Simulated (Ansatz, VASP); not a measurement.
**Two plane-wave programs on NbC2**

File INCAR:

```
PREC     = Accurate       # precision mode
ENCUT    = 600            # plane-wave cutoff, eV
EDIFF    = 1E-7           # SCF threshold, eV
ISMEAR   = 0              # smearing method
SIGMA    = 0.1            # smearing width, eV
LREAL    = F              # projectors in reciprocal space
LASPH    = T              # aspherical terms in the spheres
NELM     = 100            # most SCF steps
ALGO     = Normal         # electronic algorithm
ISIF     = 3              # what is computed and relaxed
LWAVE    = F              # write WAVECAR
LCHARG   = F              # write CHGCAR
GGA      = PE             # functional
IBRION   = 2              # ionic algorithm
NSW      = 90             # ionic steps
EDIFFG   = -0.04          # ionic threshold
```

Contents of KPOINTS:

```
Automatic mesh
0
Gamma
  6 6 6
```

The input POSCAR:

```
NbC2
1.0
    3.9683591300      0.0000000000      0.0000000000
   -1.9841795700      3.4366998200      0.0000000000
    0.0000000000      0.0000000000      2.8386580700
Nb C
1 2
Direct
    0.0000000000      0.0000000000      0.0000000000
    0.3333333300      0.6666666700      0.5000000000
    0.6666666700      0.3333333300      0.5000000000
```

Input for Ansatz:

```yaml
crystal:
  lattice:
    - [3.96835913, 0.0, 0.0]
    - [-1.98417957, 3.43669982, 0.0]
    - [0.0, 0.0, 2.83865807]
  atoms:
    - { symbol: Nb, position: [0.0, 0.0, 0.0] }
    - { symbol: C, position: [0.33333333, 0.66666667, 0.5] }
    - { symbol: C, position: [0.66666667, 0.33333333, 0.5] }
basis:
  ecutwfc: 420
kpoints:
  mp_grid: { grid: [6, 6, 6] }
hamiltonian:
  xc: pbe
scf:
  occupations: { method: gaussian, width: 0.1 }
  lower_state_search: "off"
output:
  forces: true
  stress: true
  eigenvalues: true
relax:
  adjacent_minimum: "off"
  f_tol: 0.04
  max_steps: 70
  cell: { stress_tol: 0.4 }
```

Change from the starting cell: species swapped into the YHg2 type (P6/mmm, No. 191).

Alike in both runs: task relaxation of cell and atoms; functional PBE; k mesh 6 × 6 × 6; occupations gaussian, width 0.1 eV; no spin polarisation.

|  | VASP | Ansatz |
| --- | --- | --- |
| version | VASP 6.6.1 | Ansatz 0.2.0 |
| potentials or method | VASP PAW PBE potentials, release 64 (Nb_sv, C), cutoff 600 eV | scalar-relativistic, plane waves, PAW |
| valence electrons in the cell | 21 | 21 |

```tsv
	VASP	Ansatz	Ansatz less VASP
gap on the k mesh at the Fermi level, each at its own relaxed structure (eV)	none	none	-
relaxed volume (Å³/atom)	9.11	9.13	+0.017
relaxed cell length with the largest relative difference (Å)	3.208	3.211	+0.0027
```

A gap of «none» marks a metal or a gap that the smearing closes.

The k mesh is coarse, so the values compare programs but aren't converged. Noted on VASP's run: the volume moved by over 15 % at a fixed basis, so the end points are rough.
